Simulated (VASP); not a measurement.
**GaGe3: single point with PBE**

Crystal: GaGe3.

```
Ga Ge
1.0
     0.00000    3.37747    3.37747
     3.37747    0.00000    3.37747
     3.37747    3.37747    0.00000
Ga Ge
1 3
Direct
  0.00000 0.00000 0.00000
  0.25000 0.25000 0.25000
  0.75000 0.75000 0.75000
  0.50000 0.50000 0.50000
```

```yaml
Program: VASP 6.6.1
Task: single point
Functional: PBE
Potentials_or_basis: VASP PAW PBE potentials, release 64 (Ga_d, Ge_d)
Cutoff: 520 eV
k_mesh: 11 × 11 × 11
Occupations: fermi-dirac, width 0.1 eV
Spin: no spin polarisation
Dipole_correction: no
Further_INCAR_settings: ALGO = Normal; EDIFF = 1e-06; NBANDS = 36
```

The pressure is 0.1 GPa and the band gap on the k mesh is zero (an odd number of electrons rules out a gap without spin polarisation).

Levels at points of the mesh, in eV from the Fermi level:
| k point | band 23 | band 24 | band 25 | band 26 | band 27 | band 28 | band 29 | band 30 | band 31 | band 32 |
| --- | --- | --- | --- | --- | --- | --- | --- | --- | --- | --- |
| (0.00, 0.00, 0.00) | -4.69 | -1.66 | -1.66 | -1.66 | -1.38 | -1.38 | -1.38 | -1.23 | 0.17 | 0.17 |

It took 54 s on 1 thread of Intel(R) Xeon(R) 6975P-C (Granite Rapids), on a shared host, peak memory 0.28 GiB.
